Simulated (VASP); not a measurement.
# Ir (P6_3/mmc) in VASP: further runs, part 2 of 3

VASP 6.6.1. The steps go on from the part before.

### 3 Single point, PBE

This run uses another cell than the first one, of the same volume but with other edges.

Contents of INCAR:

```
SYSTEM = Ir
PREC = Accurate ; ENCUT = 520
EDIFF = 1E-6 ; ISMEAR = 0
SIGMA = 0.15 ; LREAL = .False.
LASPH = .True. ; NELM = 80
ALGO = Normal ; ISIF = 2
LWAVE = .False. ; LCHARG = .False.
GGA = PE ; NBANDS = 16
```

Contents of KPOINTS:

```
Automatic mesh
0
Gamma
  18 18 10
  0 0 0
```

Contents of POSCAR:

```
Ir
1.0
    2.6929000000      0.0000000000      0.0000000000
   -1.3464500000      2.3321198099      0.0000000000
    0.0000000000      0.0000000000      4.6905000000
Ir
2
Direct
    0.6666666667      0.3333333333      0.7500000000
    0.3333333333      0.6666666667      0.2500000000
```

Potentials or basis: VASP PAW PBE potentials, release 64 (Ir).

Run with:

```
> cat potpaw_PBE.64/Ir/POTCAR > POTCAR
> mpirun -np 1 vasp_std > vasp.out
```

It took 32 s on 1 thread of Intel Xeon 6975P-C (Granite Rapids), shared host; peak memory 0.21 GiB.

Results (log left out):

```
Free energy            : -17.4574 eV
Pressure               : -1.4 GPa
Band gap on the k mesh : zero (band 9 reaches 11.09 eV, above the bottom of band 10 at 7.63 eV)
```

Stress tensor (GPa, compression positive):
```
  6.59   0.00   0.00
  0.00   6.59   0.00
  0.00   0.00 -17.43
```

Levels at points of the mesh, in eV from the Fermi level:
```
           k point  band 6  band 7  band 8  band 9  band 10  band 11  band 12  band 13
(0.00, 0.00, 0.00)   -3.05   -3.05   -1.57   -1.57    -1.25     0.40     0.40     5.84
(0.50, 0.00, 0.00)   -3.06   -2.88    0.70    1.21     1.47     3.04     4.55     8.07
(0.00, 0.00, 0.50)   -3.51   -3.51   -3.51   -0.30    -0.30    -0.30    -0.30    12.62
(0.50, 0.00, 0.50)   -1.63   -0.75   -0.75    1.35     1.35     2.01     2.01     7.73
```

Caveat: spin-orbit coupling is left out, which moves the levels of the heavy elements.

### 4 Single point, PBE

This run uses another cell than the first one, of 14.80 Å³/atom, 1.004 times its volume.

Contents of INCAR:

```
SYSTEM = Ir
PREC     = Accurate       ! precision mode
ENCUT    = 520            ! plane-wave cutoff, eV
EDIFF    = 1E-7           ! SCF threshold, eV
ISMEAR   = 0              ! smearing method
SIGMA    = 0.15           ! smearing width, eV
LREAL    = .False.        ! projectors in reciprocal space
LASPH    = .True.         ! aspherical terms in the spheres
NELM     = 60             ! most SCF steps
ALGO     = Normal         ! electronic algorithm
ISIF     = 2              ! what is computed and relaxed
LWAVE    = .False.        ! write WAVECAR
LCHARG   = .True.         ! write CHGCAR
GGA      = PE             ! functional
LELF     = .True.         ! ELF
LVHAR    = .True.       
NBANDS   = 16             ! bands
```

Contents of KPOINTS:

```
regular mesh
0
Gamma
  18 18 10
  0 0 0
```

Contents of POSCAR:

```
Ir
1.0
    2.7478111495      0.0000000000      0.0000000000
   -1.3739055747      2.3796742603      0.0000000000
    0.0000000000      0.0000000000      4.5272000000
Ir
2
Direct
    0.6666666667      0.3333333333      0.7500000000
    0.3333333333      0.6666666667      0.2500000000
```

Potentials or basis: VASP PAW PBE potentials, release 64 (Ir).

Run with:

```
> cat potpaw_PBE.64/Ir/POTCAR > POTCAR
> mpirun -np 1 vasp_std > vasp.out
```

OUTCAR:

```text
SYSTEM = Ir
   PREC = Accurate
   ENCUT = 520
   EDIFF = 1E-7
   ISMEAR = 0
   LREAL = .False.
   LASPH = .True.
   NELM = 60
   ISIF = 2
   GGA = PE

 ion  position               nearest neighbor table
   1  0.667  0.333  0.750-   2 2.76   2 2.76   2 2.76   2 2.76   2 2.76   2 2.76
   2  0.333  0.667  0.250-   1 2.76   1 2.76   1 2.76   1 2.76   1 2.76   1 2.76

  LATTYP: Found a hexagonal cell.
 ALAT       =     2.7478111495
 C/A-ratio  =     1.6475659184

  Lattice vectors:

 A1 = (   2.7478111495,   0.0000000000,   0.0000000000)
 A2 = (  -1.3739055747,   2.3796742603,   0.0000000000)
 A3 = (   0.0000000000,   0.0000000000,   4.5272000000)

Analysis of symmetry for initial positions (statically):
=====================================================================
 Subroutine PRICEL returns:
 Original cell was already a primitive cell.

 Routine SETGRP: Setting up the symmetry group for a
 hexagonal supercell.

 Subroutine GETGRP returns: Found 24 space group operations
 (whereof 12 operations were pure point group operations)
 out of a pool of 24 trial point group operations.

The static configuration has the point symmetry D_3d.
 The point group associated with its full space group is D_6h.

Analysis of symmetry for dynamics (positions and initial velocities):
=====================================================================
 Subroutine PRICEL returns:
 Original cell was already a primitive cell.

 Routine SETGRP: Setting up the symmetry group for a
 hexagonal supercell.

 Subroutine GETGRP returns: Found 24 space group operations
 (whereof 12 operations were pure point group operations)
 out of a pool of 24 trial point group operations.

The dynamic configuration has the point symmetry D_3d.
 The point group associated with its full space group is D_6h.

 Subroutine INISYM returns: Found 24 space group operations
 (whereof 12 operations are pure point group operations),
 and found     1 'primitive' translations
[... 112 lines left out ...]
   IALGO  =     38    algorithm
   IMIX   =      4    mixing-type and parameters
     AMIX     =   0.40;   BMIX     =  1.00
     AMIX_MAG =   1.60;   BMIX_MAG =  1.00
  volume/ion in A,a.u.               =      14.80        99.89
  Fermi-wavevector in a.u.,A,eV,Ry     =   1.386929  2.620916 26.171796  1.923573
  Thomas-Fermi vector in A             =   2.511199
   LORBIT       =      0    0 simple, 1 ext, 2 COOP (PROOUT), +10 PAW based schemes
   GGA     = PE    functional components
   LHFCALC =     F    Hartree Fock is set to
   AEXX    =    0.0000 exact exchange contribution
   IVDW    =     0    specifies the selected vdW correction
   LEPSILON=     F    determine dielectric tensor
   LRPA    =     F    only Hartree local field effects (RPA)
 non-spin polarized calculation
 Gauss-broadening in eV      SIGMA  =   0.15
  energy-cutoff  :      520.00
  volume of cell :       29.60
 maximum number of plane-waves:       818
   NGX = 11   NGY = 11   NGZ = 17

 number of electron      18.0000002 magnetization

 Free energy of the ion-electron system (eV)
  ---------------------------------------------------
  ext. energy  EPLUGINS =         0.00000000
  ---------------------------------------------------
  free energy    TOTEN  =       -17.55355861 eV

  energy without entropy =      -17.52661524  energy(sigma->0) =      -17.54008693

 E-fermi :   9.7352     XC(G=0): -13.7197

 val. band max:        9.7294709333   @ k =   0.3333   0.0000   0.5000
 cond. band min:       9.7402780751   @ k =   0.3889   0.1667   0.1000
 fundamental gap:      0.0108071418
 Fermi energy:         9.7351819773

 k-point     1 :       0.0000    0.0000    0.0000
  band No.  band energies     occupation
      1      -1.0002      2.00000
      2       1.9890      2.00000
      3       5.9107      2.00000
      4       6.1646      2.00000
      5       6.1646      2.00000
      6       6.7414      2.00000
[... 433 lines left out ...]
      3       3.3905      2.00000
      4       5.8632      2.00000
      5       5.9805      2.00000
      6       6.3452      2.00000
[... 8 lines left out ...]
     15      19.8328      0.00000
     16      22.6707      0.00000

 [... further k-points ...]

------------------------ aborting loop because EDIFF is reached ----------------------------------------

  FORCE on cell =-STRESS in cart. coord.  units (eV):
  Direction    XX          YY          ZZ          XY          YZ          ZX
  --------------------------------------------------------------------------------------
  -------------------------------------------------------------------------------------
  Total       -0.5584547     -0.5584547     -1.5704180     -0.0000000      0.0000000      0.0000000
  in kB      -30.2248732    -30.2248732    -84.9946854     -0.0000000      0.0000000      0.0000000
  external PRESSURE =     -48.4814773 kB  Pullay stress =       0.0000000 kB

 VOLUME and BASIS-vectors are now :
 -----------------------------------------------------------------------------
  energy-cutoff  :      520.00
  volume of cell :       29.60
      direct lattice vectors                 reciprocal lattice vectors
     2.747811149  0.000000000  0.000000000     0.363926029  0.210112791  0.000000000
    -1.373905575  2.379674260  0.000000000     0.000000000  0.420225582  0.000000000
     0.000000000  0.000000000  4.527200000     0.000000000  0.000000000  0.220887083

 POSITION                                       TOTAL-FORCE (eV/Angst)
 -----------------------------------------------------------------------------------
      1.37391      0.79322      3.39540         0.000000      0.000000      0.000000
     -0.00000      1.58645      1.13180        -0.000000     -0.000000      0.000000
 -----------------------------------------------------------------------------------
    total drift:                               -0.000000      0.000000     -0.000000

  FREE ENERGIE OF THE ION-ELECTRON SYSTEM (eV)
  ---------------------------------------------------
  free  energy   TOTEN  =       -17.5535586102 eV

  energy  without entropy=      -17.5266152437  energy(sigma->0) =      -17.54008693
```

stdout:

```text
POSCAR found type information on POSCAR Ir
 POSCAR found :  1 types and       2 ions
 scaLAPACK will be used
 LDA part: xc-table for (Slater+PW92), standard interpolation
 POSCAR, INCAR and KPOINTS ok, starting setup
 FFT: planning ... GRIDC
 FFT: planning ... GRID_SOFT
 FFT: planning ... GRID
 WAVECAR not read
 entering main loop
```

It took 35 s on 1 thread of Intel Xeon 6975P-C (Granite Rapids), shared host; peak memory 0.21 GiB.

What came out:

| Item | Value |
| --- | --- |
| Free energy | -17.5536 eV |
| Pressure | -4.8 GPa |
| Band gap on the k mesh | zero (band 9 reaches 10.71 eV, above the bottom of band 10 at 7.54 eV) |

Levels at points of the mesh, in eV from the Fermi level:
```
           k point  band 7  band 8  band 9  band 10  band 11  band 12
(0.00, 0.00, 0.00)   -2.99   -2.09   -2.09    -0.83     0.27     0.27
(0.50, 0.00, 0.00)   -2.87    0.77    0.84     1.12     2.84     4.28
(0.00, 0.00, 0.50)   -3.65   -3.65   -0.43    -0.43    -0.43    -0.43
(0.50, 0.00, 0.50)   -0.86   -0.86    0.97     0.97     1.96     1.96
```

Caveat: spin-orbit coupling is left out, which moves the levels of the heavy elements.

(Part 2 of 3 ends here.)
